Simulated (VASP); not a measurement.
# Co (P6_3/mmc) in VASP: a series of runs

Aim: see how the results for Co move with the level of theory and the settings. Levels: PBEsol+D3(BJ), PBEsol+D4, PBEsol. Tasks: single point.

Everything below comes from runs of VASP 6.6.1. Logs are shortened: lines on timing, memory, paths and dates and some standing lists are left out, and cuts for length are marked.

### 1 The cell of the first run

It takes space group P6_3/mmc (No. 194, hexagonal). The conventional cell has a = 2.437 Å, b = 2.437 Å, c = 7.888 Å, α = 90.00°, β = 90.00°, γ = 120.00°. Within 3.2 Å of Co (site symmetry -6m2) lie 12 Co at 2.42 to 2.44 Å. Co (site symmetry -3m) has 12 Co at 2.42 to 2.44 Å within 3.2 Å.

### 2 Single point, PBEsol+D3(BJ), collinear spin, ferromagnetic start

Contents of INCAR:

```
SYSTEM = Co
ALGO = Normal ; EDIFF = 1E-6
ENCUT = 520 ; GGA = PS
ISIF = 2 ; ISMEAR = -1
ISPIN = 2 ; IVDW = 12
LASPH = .TRUE. ; LCHARG = .FALSE.
LMAXMIX = 4 ; LORBIT = 11
LREAL = .FALSE. ; LWAVE = .FALSE.
MAGMOM = 2 2 2 2 ; NBANDS = 30
NELM = 150 ; PREC = Accurate
SIGMA = 0.05
```

Contents of KPOINTS:

```
k-points
0
G
  12 12 4
  0 0 0
```

Contents of POSCAR:

```
Co
1.0
    2.4370357376      0.0000000000      0.0000000000
   -1.2185178688      2.1105348586      0.0000000000
    0.0000000000      0.0000000000      7.8883272427
Co
4
Direct
    0.6666666667      0.3333333333      0.7500000000
    0.0000000000      0.0000000000      0.5000000000
    0.3333333333      0.6666666667      0.2500000000
    0.0000000000      0.0000000000      0.0000000000
```

Potentials or basis: VASP PAW PBE potentials, release 64 (Co).

Started as:

```bash
$ cat potpaw_PBE.64/Co/POTCAR > POTCAR
$ mpirun -np 1 vasp_std > vasp.out
```

OUTCAR:

```text
SYSTEM = Co
   EDIFF = 1E-6
   ENCUT = 520
   GGA = PS
   ISIF = 2
   ISMEAR = -1
   ISPIN = 2
   IVDW = 12
   LASPH = .TRUE.
   LORBIT = 11
   LREAL = .FALSE.
   NELM = 150
   PREC = Accurate
 IVDW          = 12

 ion  position               nearest neighbor table
   1  0.667  0.333  0.750-   2 2.42   4 2.42   2 2.42   4 2.42   2 2.42   4 2.42
   2  0.000  0.000  0.500-   1 2.42   3 2.42   3 2.42   1 2.42   1 2.42   3 2.42
   3  0.333  0.667  0.250-   2 2.42   4 2.42   2 2.42   4 2.42   2 2.42   4 2.42
   4  0.000  0.000  0.000-   1 2.42   3 2.42   3 2.42   1 2.42   1 2.42   3 2.42

  LATTYP: Found a hexagonal cell.
 ALAT       =     2.4370357376
 C/A-ratio  =     3.2368533300

  Lattice vectors:

 A1 = (   2.4370357376,   0.0000000000,   0.0000000000)
 A2 = (  -1.2185178688,   2.1105348586,   0.0000000000)
 A3 = (   0.0000000000,   0.0000000000,   7.8883272427)

Analysis of symmetry for initial positions (statically):
=====================================================================
 Subroutine PRICEL returns:
 Original cell was already a primitive cell.

 Routine SETGRP: Setting up the symmetry group for a
 hexagonal supercell.

 Subroutine GETGRP returns: Found 24 space group operations
 (whereof 12 operations were pure point group operations)
 out of a pool of 24 trial point group operations.

The static configuration has the point symmetry D_3d.
 The point group associated with its full space group is D_6h.

Analysis of symmetry for dynamics (positions and initial velocities):
=====================================================================
 Subroutine PRICEL returns:
 Original cell was already a primitive cell.

 Routine SETGRP: Setting up the symmetry group for a
 hexagonal supercell.

 Subroutine GETGRP returns: Found 24 space group operations
 (whereof 12 operations were pure point group operations)
 out of a pool of 24 trial point group operations.

The dynamic configuration has the point symmetry D_3d.
 The point group associated with its full space group is D_6h.

Analysis of structural, dynamic, and magnetic symmetry:
=====================================================================
 Subroutine PRICEL returns:
 Original cell was already a primitive cell.

 Routine SETGRP: Setting up the symmetry group for a
 hexagonal supercell.

 Subroutine GETGRP returns: Found 24 space group operations
 (whereof 12 operations were pure point group operations)
 out of a pool of 24 trial point group operations.

The overall configuration has the point symmetry D_3d.
 The point group associated with its full space group is D_6h.

 Subroutine INISYM returns: Found 24 space group operations
 (whereof 12 operations are pure point group operations),
 and found     1 'primitive' translations

----------------------------------------------------------------------------------------

                                     Primitive cell

  volume of cell :      40.5732

  direct lattice vectors                    reciprocal lattice vectors
     2.437035738  0.000000000  0.000000000     0.410334565  0.236906772  0.000000000
    -1.218517869  2.110534859  0.000000000     0.000000000  0.473813543  0.000000000
     0.000000000  0.000000000  7.888327243     0.000000000  0.000000000  0.126769589

  length of vectors
     2.437035738  2.437035738  7.888327243     0.473813543  0.473813543  0.126769589

  position of ions in fractional coordinates (direct lattice)
     0.666666667  0.333333333  0.750000000
     0.000000000  0.000000000  0.500000000
     0.333333333  0.666666667  0.250000000
     0.000000000  0.000000000  0.000000000

  ion indices of the primitive-cell ions
   primitive index   ion index
                 1           1
                 2           2
                 3           3
                 4           4

----------------------------------------------------------------------------------------

 KPOINTS: k-points

Automatic generation of k-mesh.
 Grid dimensions read from file:
 generate k-points for:   12   12    4

 Generating k-lattice:

[... 56 lines left out ...]
     30      30.0584      0.00000

 k-point    24 :       0.3333    0.0000    0.2500
  band No.  band energies     occupation
      1       5.0321      1.00000
      2       5.4468      1.00000
      3       6.0014      1.00000
      4       6.4757      1.00000
      5       6.7912      1.00000
      6       6.9220      1.00000
[... 22 lines left out ...]
     29      26.6279      0.00000
     30      27.3335      0.00000

 [... further k-points ...]

 spin component 2

 k-point     1 :       0.0000    0.0000    0.0000
  band No.  band energies     occupation
      1       1.7585      1.00000
      2       4.1711      1.00000
      3       4.1773      1.00000
      4       6.5119      1.00000
      5       9.2888      1.00000
      6       9.3407      1.00000
[... 22 lines left out ...]
     29      33.7813      0.00000
     30      34.7974      0.00000

 k-point     2 :       0.0833    0.0000    0.0000
  band No.  band energies     occupation
      1       2.0160      1.00000
      2       4.3938      1.00000
      3       4.3997      1.00000
      4       6.6931      1.00000
      5       9.1326      1.00000
      6       9.2656      1.00000
[... 22 lines left out ...]
     29      33.0520      0.00000
     30      33.2856      0.00000

 k-point     3 :       0.1667    0.0000    0.0000
  band No.  band energies     occupation
      1       2.7631      1.00000
      2       5.0095      1.00000
      3       5.0147      1.00000
      4       7.1621      1.00000
      5       8.8295      1.00000
      6       9.0127      1.00000
[... 682 lines left out ...]
     29      28.1371      0.00000
     30      30.3942      0.00000

 k-point    24 :       0.3333    0.0000    0.2500
  band No.  band energies     occupation
      1       5.3463      1.00000
      2       5.9874      1.00000
      3       6.8932      1.00000
      4       7.6063      1.00000
      5       7.9396      1.00000
      6       8.1799      1.00000
[... 22 lines left out ...]
     29      27.0467      0.00000
     30      27.7957      0.00000

 [... further k-points ...]

------------------------ aborting loop because EDIFF is reached ----------------------------------------

 Edisp (eV)   -1.62861

 E8    (eV) :    -1.0780

  FORCE on cell =-STRESS in cart. coord.  units (eV):
  Direction    XX          YY          ZZ          XY          YZ          ZX
  --------------------------------------------------------------------------------------
  -------------------------------------------------------------------------------------
  Total      -0.29780    -0.29780    -0.28478     0.00000     0.00000     0.00000
  in kB     -11.75979   -11.75979   -11.24545     0.00000     0.00000     0.00000
  external pressure =      -11.59 kB  Pullay stress =        0.00 kB

 VOLUME and BASIS-vectors are now :
 -----------------------------------------------------------------------------
  energy-cutoff  :      520.00
  volume of cell :       40.57
      direct lattice vectors                 reciprocal lattice vectors
     2.437035738  0.000000000  0.000000000     0.410334565  0.236906772  0.000000000
    -1.218517869  2.110534859  0.000000000     0.000000000  0.473813543  0.000000000
     0.000000000  0.000000000  7.888327243     0.000000000  0.000000000  0.126769589

 POSITION                                       TOTAL-FORCE (eV/Angst)
 -----------------------------------------------------------------------------------
      1.21852      0.70351      5.91625         0.000000     -0.000000     -0.000000
      0.00000      0.00000      3.94416        -0.000000      0.000000      0.000000
     -0.00000      1.40702      1.97208        -0.000000      0.000000     -0.000000
      0.00000      0.00000      0.00000        -0.000000      0.000000      0.000000
 -----------------------------------------------------------------------------------
    total drift:                                0.000000     -0.000000      0.000000

  FREE ENERGIE OF THE ION-ELECTRON SYSTEM (eV)
  ---------------------------------------------------
  free  energy   TOTEN  =       -32.5330313662 eV

  energy  without entropy=      -32.4988450654  energy(sigma->0) =      -32.51593822

 total charge

# of ion       s       p       d       tot
------------------------------------------
    1        0.519   0.589   7.300   8.409
    2        0.519   0.585   7.309   8.413
    3        0.519   0.589   7.300   8.409
    4        0.519   0.585   7.309   8.413
--------------------------------------------------
tot          2.077   2.349  29.218  33.645

 magnetization (x)

# of ion       s       p       d       tot
------------------------------------------
    1       -0.014  -0.049   1.644   1.580
    2       -0.015  -0.046   1.622   1.560
    3       -0.014  -0.049   1.644   1.580
    4       -0.015  -0.046   1.622   1.560
--------------------------------------------------
tot         -0.058  -0.191   6.531   6.282
```

Wall time 1.9 min (1 thread of Intel Xeon Platinum 8488C (Sapphire Rapids), shared host); peak memory 0.23 GiB.

Results:

```yaml
Free_energy: -32.5330 eV
Pressure: -1.2 GPa
Net_moment: 6.28 μB per cell
Site_moments: Co +1.58, +1.56 μB
Valence_electrons_inside_the_program's_atomic_spheres: Co 8.41
Dispersion_energy_per_atom: -0.407 eV
```

Levels at points of the mesh, in eV from the Fermi level:
Spin up:
```csv
k point,band 19,band 20,band 21,band 22,band 23,band 24
"(0.00, 0.00, 0.00)",-1.44,-1.08,-1.08,-0.64,-0.64,-0.25
"(0.50, 0.00, 0.00)",-0.39,-0.37,0.22,1.38,2.68,3.32
"(0.00, 0.00, 0.50)",-1.60,-1.60,-0.84,-0.84,-0.84,-0.84
"(0.50, 0.00, 0.50)",-0.43,-0.43,1.36,1.36,2.98,2.98
```
Spin down:
| k point | band 12 | band 13 | band 14 | band 15 | band 16 | band 17 |
| --- | --- | --- | --- | --- | --- | --- |
| (0.00, 0.00, 0.00) | -0.95 | -0.95 | -0.90 | -0.90 | -0.20 | -0.02 |
| (0.50, 0.00, 0.00) | -0.17 | -0.14 | 0.53 | 1.23 | 1.26 | 1.30 |
| (0.00, 0.00, 0.50) | -1.19 | -1.07 | -1.07 | -1.07 | -1.07 | 0.19 |
| (0.50, 0.00, 0.50) | -0.93 | -0.25 | -0.25 | 0.85 | 0.85 | 1.25 |

Caveat: the PAW data sets were made with another functional, which shifts forces and pressure a little; pairwise dispersion overbinds metals, which lowers pressure and volume.

### 3 Single point, PBEsol+D3(BJ), collinear spin, ferromagnetic start

This run uses another cell than the first one, of 10.20 Å³/atom, 1.006 times its volume.

Contents of INCAR:

```
  PREC = Accurate
  ENCUT = 520
  EDIFF = 1E-6
  ISMEAR = -1
  SIGMA = 0.05
  LREAL = False
  LASPH = True
  NELM = 150
  ALGO = Normal
  ISIF = 2
  LWAVE = False
  LCHARG = False
  ISPIN = 2
  MAGMOM = 2 2 2 2
  LORBIT = 11
  LMAXMIX = 4
  GGA = PS
  IVDW = 12
  NBANDS = 30
```

Contents of KPOINTS:

```
regular mesh
0
Gamma
  12 12 4
```

Contents of POSCAR:

```
Co
1.0
    2.4422256896      0.0000000000      0.0000000000
   -1.2211128448      2.1150294890      0.0000000000
    0.0000000000      0.0000000000      7.9023692834
Co
4
Direct
    0.6666666667      0.3333333333      0.7500000000
    0.0000000000      0.0000000000      0.5000000000
    0.3333333333      0.6666666667      0.2500000000
    0.0000000000      0.0000000000      0.0000000000
```

Potentials or basis: VASP PAW PBE potentials, release 64 (Co).

Started as:

```bash
$ cat potpaw_PBE.64/Co/POTCAR > POTCAR
$ mpirun -np 1 vasp_std > vasp.out
```

Run time: 1.9 min. Hardware: 1 thread of Intel Xeon Platinum 8488C (Sapphire Rapids), shared host; peak memory 0.24 GiB.

Results (log left out):

| Quantity | Value |
| --- | --- |
| Free energy | -32.5302 eV |
| Pressure | -2.6 GPa |
| Net moment | 6.31 μB per cell |
| Site moments | Co +1.59, +1.57 μB |
| Valence electrons inside the program's atomic spheres | Co 8.40 |
| Dispersion energy per atom | -0.405 eV |

Levels at points of the mesh, in eV from the Fermi level:
Spin up:
```
           k point  band 18  band 19  band 20  band 21  band 22  band 23  band 24  band 25
(0.00, 0.00, 0.00)    -1.44    -1.44    -1.09    -1.09    -0.65    -0.65    -0.25     6.84
(0.50, 0.00, 0.00)    -0.44    -0.40    -0.38     0.21     1.37     2.66     3.29     7.43
(0.00, 0.00, 0.50)    -1.60    -1.60    -1.60    -0.85    -0.85    -0.85    -0.85     9.91
(0.50, 0.00, 0.50)    -0.59    -0.44    -0.44     1.34     1.34     2.95     2.95     7.77
```
Spin down:
```csv
k point,band 10,band 11,band 12,band 13,band 14,band 15,band 16,band 17,band 18,band 19
"(0.00, 0.00, 0.00)",-1.27,-1.17,-0.94,-0.94,-0.89,-0.89,-0.20,-0.01,-0.01,0.37
"(0.50, 0.00, 0.00)",-1.31,-0.85,-0.16,-0.13,0.53,1.22,1.25,1.29,1.29,1.39
"(0.00, 0.00, 0.50)",-1.17,-1.17,-1.17,-1.06,-1.06,-1.06,-1.06,0.20,0.20,0.20
"(0.50, 0.00, 0.50)",-1.00,-0.92,-0.92,-0.25,-0.25,0.85,0.85,1.24,1.24,1.37
```

Caveat: three body term missing; the PAW data sets were made with another functional, which shifts forces and pressure a little; pairwise dispersion overbinds metals, which lowers pressure and volume.

### 4 Single point, PBEsol+D4, collinear spin, ferromagnetic start

This run uses another cell than the first one, of 10.26 Å³/atom, 1.011 times its volume.

Contents of INCAR:

```
SYSTEM = Co
PREC = Accurate
ENCUT = 520
EDIFF = 1E-6
ISMEAR = -1
SIGMA = 0.05
LREAL = .FALSE.
LASPH = .TRUE.
NELM = 150
ALGO = Fast
ISIF = 2
LWAVE = .FALSE.
LCHARG = .FALSE.
ISPIN = 2
MAGMOM = 2 2 2 2
LORBIT = 11
LMAXMIX = 4
GGA = PS
IVDW = 13
NBANDS = 30
```

Contents of KPOINTS:

```
regular mesh
0
G
  12 12 4
  0 0 0
```

Contents of POSCAR:

```
Co
1.0
    2.4466364376      0.0000000000      0.0000000000
   -1.2233182188      2.1188493088      0.0000000000
    0.0000000000      0.0000000000      7.9144872501
Co
4
Direct
    0.6666666667      0.3333333333      0.7500000000
    0.0000000000      0.0000000000      0.5000000000
    0.3333333333      0.6666666667      0.2500000000
    0.0000000000      0.0000000000      0.0000000000
```

Started as:

```bash
$ cat potpaw_PBE.64/Co/POTCAR > POTCAR
$ mpirun -np 1 vasp_std > vasp.out
```

Run time: 1.9 min. Hardware: 1 thread of Intel Xeon Platinum 8488C (Sapphire Rapids), shared host; peak memory 0.23 GiB.

It converged, with:

* Free energy: -31.9529 eV
* Pressure: -1.1 GPa
* Net moment: 6.34 μB per cell
* Site moments: Co +1.60, +1.58 μB
* Valence electrons inside the program's atomic spheres: Co 8.38, 8.39
* Dispersion energy per atom: -0.259 eV

Levels at points of the mesh, in eV from the Fermi level:
Spin up:
| k point | band 17 | band 18 | band 19 | band 20 | band 21 | band 22 | band 23 | band 24 | band 25 | band 26 |
| --- | --- | --- | --- | --- | --- | --- | --- | --- | --- | --- |
| (0.00, 0.00, 0.00) | -1.80 | -1.45 | -1.45 | -1.10 | -1.10 | -0.66 | -0.66 | -0.24 | 6.79 | 15.56 |
| (0.50, 0.00, 0.00) | -0.54 | -0.45 | -0.42 | -0.39 | 0.21 | 1.37 | 2.63 | 3.26 | 7.38 | 7.40 |
| (0.00, 0.00, 0.50) | -1.61 | -1.61 | -1.61 | -1.61 | -0.86 | -0.86 | -0.86 | -0.86 | 9.86 | 9.86 |
| (0.50, 0.00, 0.50) | -0.60 | -0.60 | -0.46 | -0.46 | 1.33 | 1.33 | 2.93 | 2.93 | 7.72 | 7.72 |
Spin down:
```csv
k point,band 11,band 12,band 13,band 14,band 15,band 16,band 17,band 18
"(0.00, 0.00, 0.00)",-1.16,-0.93,-0.93,-0.88,-0.88,-0.19,-0.01,-0.01
"(0.50, 0.00, 0.00)",-0.84,-0.16,-0.13,0.53,1.22,1.25,1.29,1.29
"(0.00, 0.00, 0.50)",-1.16,-1.16,-1.04,-1.04,-1.04,-1.04,0.20,0.20
"(0.50, 0.00, 0.50)",-0.91,-0.91,-0.24,-0.24,0.85,0.85,1.24,1.24
```

Caveat: the PAW data sets were made with another functional, which shifts forces and pressure a little; pairwise dispersion overbinds metals, which lowers pressure and volume.

### 5 Single point, PBEsol, collinear spin, ferromagnetic start

This run uses another cell than the first one, of 10.42 Å³/atom, 1.027 times its volume.

Contents of INCAR:

```
SYSTEM = Co
ALGO = Normal
EDIFF = 1E-7
ENCUT = 520
GGA = PS
ISIF = 2
ISMEAR = -1
ISPIN = 2
LASPH = .True.
LCHARG = .True.
LELF = .True.
LMAXMIX = 4
LORBIT = 11
LREAL = .False.
LVHAR = .True.
LWAVE = .False.
MAGMOM = 2 2 2 2
NBANDS = 30
NELM = 150
PREC = Accurate
SIGMA = 0.05
```

Contents of KPOINTS:

```
k-points
0
Gamma
  12 12 4
  0 0 0
```

Contents of POSCAR:

```
Co
1.0
    2.4596853685      0.0000000000      0.0000000000
   -1.2298426843      2.1301500144      0.0000000000
    0.0000000000      0.0000000000      7.9519183686
Co
4
Direct
    0.6666666667      0.3333333333      0.7500000000
    0.0000000000      0.0000000000      0.5000000000
    0.3333333333      0.6666666667      0.2500000000
    0.0000000000      0.0000000000      0.0000000000
```

Started as:

```bash
$ cat potpaw_PBE.64/Co/POTCAR > POTCAR
$ mpirun -np 1 vasp_std > vasp.out
```

It took 2 min on 1 thread of Intel Xeon Platinum 8488C (Sapphire Rapids), shared host; peak memory 0.23 GiB.

It converged, with:

* Free energy: -30.9187 eV
* Pressure: -1.0 GPa
* Net moment: 6.43 μB per cell
* Site moments: Co +1.62, +1.60 μB
* Valence electrons inside the program's atomic spheres: Co 8.35, 8.36

Levels at points of the mesh, in eV from the Fermi level:
Spin up:
```csv
k point,band 18,band 19,band 20,band 21,band 22,band 23,band 24,band 25
"(0.00, 0.00, 0.00)",-1.47,-1.47,-1.12,-1.12,-0.70,-0.70,-0.22,6.66
"(0.50, 0.00, 0.00)",-0.49,-0.45,-0.43,0.20,1.35,2.56,3.18,7.23
"(0.00, 0.00, 0.50)",-1.62,-1.62,-1.62,-0.89,-0.89,-0.89,-0.89,9.72
"(0.50, 0.00, 0.50)",-0.64,-0.50,-0.50,1.28,1.28,2.87,2.87,7.58
```
Spin down:
| k point | band 11 | band 12 | band 13 | band 14 | band 15 | band 16 | band 17 | band 18 |
| --- | --- | --- | --- | --- | --- | --- | --- | --- |
| (0.00, 0.00, 0.00) | -1.11 | -0.89 | -0.89 | -0.84 | -0.84 | -0.18 | 0.01 | 0.01 |
| (0.50, 0.00, 0.00) | -0.80 | -0.14 | -0.11 | 0.52 | 1.21 | 1.24 | 1.27 | 1.28 |
| (0.00, 0.00, 0.50) | -1.12 | -1.12 | -1.01 | -1.01 | -1.01 | -1.01 | 0.21 | 0.21 |
| (0.50, 0.00, 0.50) | -0.89 | -0.89 | -0.23 | -0.23 | 0.84 | 0.84 | 1.22 | 1.22 |

Caveat: the PAW data sets were made with another functional, which shifts forces and pressure a little.

### 6 Overview

| level | cell | gap on the mesh (eV) | pressure (GPa) | moment (μB) |
| --- | --- | --- | --- | --- |
| PBEsol+D3(BJ) | a = 2.437, b = 2.437, c = 7.888 Å, angles 90.0, 90.0, 120.0°, 4 atoms | none | -1.2 | 6.28 |
| PBEsol+D3(BJ) | a = 2.442, b = 2.442, c = 7.902 Å, angles 90.0, 90.0, 120.0°, 4 atoms | none | -2.6 | 6.31 |
| PBEsol+D4 | a = 2.447, b = 2.447, c = 7.914 Å, angles 90.0, 90.0, 120.0°, 4 atoms | none | -1.1 | 6.34 |
| PBEsol | a = 2.460, b = 2.460, c = 7.952 Å, angles 90.0, 90.0, 120.0°, 4 atoms | none | -1.0 | 6.43 |

Alike in all rows: task single point; potentials or basis VASP PAW PBE potentials, release 64 (Co); spin collinear, ferromagnetic start; k mesh 12 × 12 × 4; cutoff (eV) 520; smearing fermi-dirac 0.05 eV.

Caveats: the PAW data sets were made with another functional, which shifts forces and pressure a little; pairwise dispersion overbinds metals, which lowers pressure and volume (some runs); three body term missing (some runs).

Absolute energies hang on the potentials; compare differences alone.
